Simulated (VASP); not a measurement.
# Li2S (Fm-3m) in VASP: a series of runs, part 2 of 3

VASP 6.6.1.

## Step 5: Single point, r2SCAN

File POSCAR:

```
Li2S
1.0
    0.0000000000      2.8452955568      2.8452955568
    2.8452955568      0.0000000000      2.8452955568
    2.8452955568      2.8452955568      0.0000000000
Li S
2 1
Direct
    0.7500000000      0.7500000000      0.7500000000
    0.2500000000      0.2500000000      0.2500000000
    0.0000000000      0.0000000000      0.0000000000
```

File INCAR.step1:

```
SYSTEM = Li2S
PREC     = Accurate       ! precision mode
ENCUT    = 830            ! plane-wave cutoff, eV
ISMEAR   = 0              ! smearing method
SIGMA    = 0.01           ! smearing width, eV
LREAL    = .FALSE.        ! projectors in reciprocal space
LASPH    = .TRUE.         ! aspherical terms in the spheres
NELM     = 120            ! most SCF steps
NBANDS   = 13             ! bands
GGA      = PE             ! functional
ALGO     = Normal         ! electronic algorithm
EDIFF    = 1E-5           ! SCF threshold, eV
LWAVE    = .TRUE.         ! write WAVECAR
LCHARG   = .FALSE.        ! write CHGCAR
GGA_COMPAT= .FALSE.
```

File INCAR.step2:

```
SYSTEM = Li2S
PREC     = Accurate       ! precision mode
ENCUT    = 830            ! plane-wave cutoff, eV
EDIFF    = 1E-6           ! SCF threshold, eV
ISMEAR   = 0              ! smearing method
SIGMA    = 0.01           ! smearing width, eV
LREAL    = .FALSE.        ! projectors in reciprocal space
LASPH    = .TRUE.         ! aspherical terms in the spheres
NELM     = 120            ! most SCF steps
ALGO     = Normal         ! electronic algorithm
ISIF     = 2              ! what is computed and relaxed
LWAVE    = .FALSE.        ! write WAVECAR
LCHARG   = .FALSE.        ! write CHGCAR
METAGGA  = R2SCAN         ! meta-GGA
LMIXTAU  = .TRUE.       
NBANDS   = 13             ! bands
ISTART   = 1            
GGA_COMPAT= .FALSE.
```

File KPOINTS:

```
Automatic mesh
0
G
  6 6 6
  0 0 0
```

Potentials or basis: VASP PAW PBE potentials, release 64 (Li_sv, S).

Run with:

```sh
$ cat potpaw_PBE.64/Li_sv/POTCAR potpaw_PBE.64/S/POTCAR > POTCAR
$ cp INCAR.step1 INCAR
$ mpirun -np 1 vasp_std > vasp.out
$ cp INCAR.step2 INCAR
$ mpirun -np 1 vasp_std > vasp.out
```

OUTCAR:

```text
SYSTEM = Li2S
   PREC = Accurate
   ENCUT = 830
   EDIFF = 1E-6
   ISMEAR = 0
   LREAL = .FALSE.
   LASPH = .TRUE.
   NELM = 120
   ISIF = 2
   METAGGA = R2SCAN
   ISTART = 1

 ion  position               nearest neighbor table
   1  0.750  0.750  0.750-   3 2.46   3 2.46   3 2.46   3 2.46
   2  0.250  0.250  0.250-   3 2.46   3 2.46   3 2.46   3 2.46
   3  0.000  0.000  0.000-   1 2.46   1 2.46   1 2.46   1 2.46   2 2.46   2 2.46   2 2.46   2 2.46

  LATTYP: Found a face centered cubic cell.
 ALAT       =     5.6905911136

  Lattice vectors:

 A1 = (   0.0000000000,   2.8452955568,   2.8452955568)
 A2 = (   2.8452955568,   0.0000000000,   2.8452955568)
 A3 = (   2.8452955568,   2.8452955568,   0.0000000000)

Analysis of symmetry for initial positions (statically):
=====================================================================
 Subroutine PRICEL returns:
 Original cell was already a primitive cell.

 Routine SETGRP: Setting up the symmetry group for a
 face centered cubic supercell.

 Subroutine GETGRP returns: Found 48 space group operations
 (whereof 48 operations were pure point group operations)
 out of a pool of 48 trial point group operations.

The static configuration has the point symmetry O_h .

Analysis of symmetry for dynamics (positions and initial velocities):
=====================================================================
 Subroutine PRICEL returns:
 Original cell was already a primitive cell.

 Routine SETGRP: Setting up the symmetry group for a
 face centered cubic supercell.

 Subroutine GETGRP returns: Found 48 space group operations
 (whereof 48 operations were pure point group operations)
 out of a pool of 48 trial point group operations.

The dynamic configuration has the point symmetry O_h .

 Subroutine INISYM returns: Found 48 space group operations
 (whereof 48 operations are pure point group operations),
 and found     1 'primitive' translations

----------------------------------------------------------------------------------------

                                     Primitive cell

  volume of cell :      46.0694

  direct lattice vectors                    reciprocal lattice vectors
     0.000000000  2.845295557  2.845295557    -0.175728669  0.175728669  0.175728669
     2.845295557  0.000000000  2.845295557     0.175728669 -0.175728669  0.175728669
     2.845295557  2.845295557  0.000000000     0.175728669  0.175728669 -0.175728669

  length of vectors
     4.023855565  4.023855565  4.023855565     0.304370982  0.304370982  0.304370982

  position of ions in fractional coordinates (direct lattice)
     0.750000000  0.750000000  0.750000000
     0.250000000  0.250000000  0.250000000
     0.000000000  0.000000000  0.000000000

  ion indices of the primitive-cell ions
   primitive index   ion index
                 1           1
                 2           2
                 3           3

----------------------------------------------------------------------------------------

 KPOINTS: Automatic mesh

Automatic generation of k-mesh.
 Grid dimensions read from file:
 generate k-points for:    6    6    6

[... 35 lines left out ...]
 -0.333333  0.500000  0.166667     12.000000
   k-points           NKPTS =     16   k-points in BZ     NKDIM =     16   number of bands    NBANDS=     13
   number of dos      NEDOS =    301   number of ions     NIONS =      3
   total plane-waves  NPLWV =  64000
   dimension x,y,z NGX =    40 NGY =   40 NGZ =   40
   dimension x,y,z NGXF=    80 NGYF=   80 NGZF=   80
   ions per type =               2   1
   NGX,Y,Z   is equivalent  to a cutoff of  16.53, 16.53, 16.53 a.u.
   NGXF,Y,Z  is equivalent  to a cutoff of  33.05, 33.05, 33.05 a.u.
 SYSTEM =  Li2S
   PREC   = accura    normal or accurate (medium, high low for compatibility)
   ISTART =      1    job   : 0-new  1-cont  2-samecut
   ICHARG =      0    charge: 1-file 2-atom 10-const
   ISPIN  =      1    spin polarized calculation?
   LNONCOLLINEAR =      F non collinear calculations
   LSORBIT =      F    spin-orbit coupling
   LASPH  =      T    aspherical Exc in radial PAW
   ENCUT  =  830.0 eV  61.00 Ry    7.81 a.u.   9.45  9.45  9.45*2*pi/ulx,y,z
   NELM   =    120;   NELMIN=  2; NELMDL=  0     # of ELM steps
   EDIFF  = 0.1E-05   stopping-criterion for ELM
   LREAL  =      F    real-space projection
   EDIFFG = 0.1E-04   stopping-criterion for IOM
   NSW    =      0    number of steps for IOM
   IBRION =     -1    ionic relax: 0-MD 1-quasi-New 2-CG
   NFREE  =      0    steps in history (QN), initial steepest desc. (CG)
   ISIF   =      2    stress and relaxation
   ISYM   =      2    0-nonsym 1-usesym 2-fastsym
   POTIM  = 0.5000    time-step for ionic-motion
   TEBEG  =    0.0;   TEEND  =   0.0 temperature during run
   PSTRESS=    0.0 pullay stress
   NELECT =      12.0000    total number of electrons
   NUPDOWN=      -1.0000    fix difference up-down
   EMIN   =  10.00;   EMAX   =-10.00  energy-range for DOS
   EFERMI =   0.00;   METHOD = LEGACY
   ISMEAR =     0;   SIGMA  =   0.01  broadening in eV -4-tet -1-fermi 0-gaus
   EFERMI_NEDOS =   21; number of points for ismear=-14 and -15
   IALGO  =     38    algorithm
   IMIX   =      4    mixing-type and parameters
     AMIX     =   0.40;   BMIX     =  1.00
     AMIX_MAG =   1.60;   BMIX_MAG =  1.00
  volume/ion in A,a.u.               =      15.36       103.63
  Fermi-wavevector in a.u.,A,eV,Ry     =   1.045517  1.975741 14.872614  1.093106
  Thomas-Fermi vector in A             =   2.180316
   LORBIT       =      0    0 simple, 1 ext, 2 COOP (PROOUT), +10 PAW based schemes
   METAGGA = R2SCAN    functional components
   LHFCALC =     F    Hartree Fock is set to
   AEXX    =    0.0000 exact exchange contribution
   IVDW    =     0    specifies the selected vdW correction
   LEPSILON=     F    determine dielectric tensor
   LRPA    =     F    only Hartree local field effects (RPA)
 non-spin polarized calculation
 Gauss-broadening in eV      SIGMA  =   0.01
  energy-cutoff  :      830.00
  volume of cell :       46.07
 maximum number of plane-waves:      2529
 NGX is ok and might be reduce to    40
   NGX = 19   NGY = 19   NGZ = 19

 number of electron      12.0000004 magnetization

 Free energy of the ion-electron system (eV)
  ---------------------------------------------------
  ext. energy  EPLUGINS =         0.00000000
  ---------------------------------------------------
  free energy    TOTEN  =       -17.38388505 eV

  energy without entropy =      -17.38388505  energy(sigma->0) =      -17.38388505

 E-fermi :   1.3823     XC(G=0):  -8.9249

 val. band max:        1.2125511034   @ k =   0.0000   0.0000   0.0000
 cond. band min:       5.0686703584   @ k =   0.5000   0.5000   0.0000
 fundamental gap:      3.8561192550
 Fermi energy:         1.3823355479

 k-point     1 :       0.0000    0.0000    0.0000
  band No.  band energies     occupation
      1     -44.3905      2.00000
      2     -44.3489      2.00000
      3     -10.2744      2.00000
      4       1.2126      2.00000
      5       1.2126      2.00000
      6       1.2126      2.00000
      7       6.2632      0.00000
      8       8.1207      0.00000
      9       8.1207      0.00000
     10       8.1207      0.00000
     11      12.9770      0.00000
     12      12.9770      0.00000
     13      14.6536      0.00000
[... 226 lines left out ...]
  band No.  band energies     occupation
      1     -44.3720      2.00000
      2     -44.3651      2.00000
      3      -9.6951      2.00000
      4      -0.7852      2.00000
      5      -0.4772      2.00000
      6      -0.4278      2.00000
      7       6.3779      0.00000
      8       9.9761      0.00000
      9      10.3669      0.00000
     10      12.1897      0.00000
     11      13.7944      0.00000
     12      14.7032      0.00000
     13      14.7809      0.00000

------------------------ aborting loop because EDIFF is reached ----------------------------------------

  FORCE on cell =-STRESS in cart. coord.  units (eV):
  Direction    XX          YY          ZZ          XY          YZ          ZX
  --------------------------------------------------------------------------------------
  -------------------------------------------------------------------------------------
  Total       -0.0592736     -0.0592736     -0.0592736     -0.0000000     -0.0000000     -0.0000000
  in kB       -2.0613885     -2.0613885     -2.0613885     -0.0000000     -0.0000000     -0.0000000
  external PRESSURE =      -2.0613885 kB  Pullay stress =       0.0000000 kB

 VOLUME and BASIS-vectors are now :
 -----------------------------------------------------------------------------
  energy-cutoff  :      830.00
  volume of cell :       46.07
      direct lattice vectors                 reciprocal lattice vectors
     0.000000000  2.845295557  2.845295557    -0.175728669  0.175728669  0.175728669
     2.845295557  0.000000000  2.845295557     0.175728669 -0.175728669  0.175728669
     2.845295557  2.845295557  0.000000000     0.175728669  0.175728669 -0.175728669

 POSITION                                       TOTAL-FORCE (eV/Angst)
 -----------------------------------------------------------------------------------
      4.26794      4.26794      4.26794         0.000000      0.000000      0.000000
      1.42265      1.42265      1.42265        -0.000000     -0.000000     -0.000000
      0.00000      0.00000      0.00000         0.000000     -0.000000      0.000000
 -----------------------------------------------------------------------------------
    total drift:                                0.000000     -0.000000      0.000000

  FREE ENERGIE OF THE ION-ELECTRON SYSTEM (eV)
  ---------------------------------------------------
  free  energy   TOTEN  =       -17.3838850459 eV

  energy  without entropy=      -17.3838850459  energy(sigma->0) =      -17.38388505
```

It took 62 s on 1 thread of Intel Xeon 6975P-C (Granite Rapids), shared host; peak memory 0.25 GiB.

Results:

* Free energy: -17.3839 eV
* Pressure: -0.2 GPa
* Band gap on the k mesh: 3.86 eV (least direct gap 5.05 eV)

Caveat: the PAW data sets were made with another functional, which shifts forces and pressure a little. A k mesh can miss the band edges.

(Part 2 of 3 ends here.)
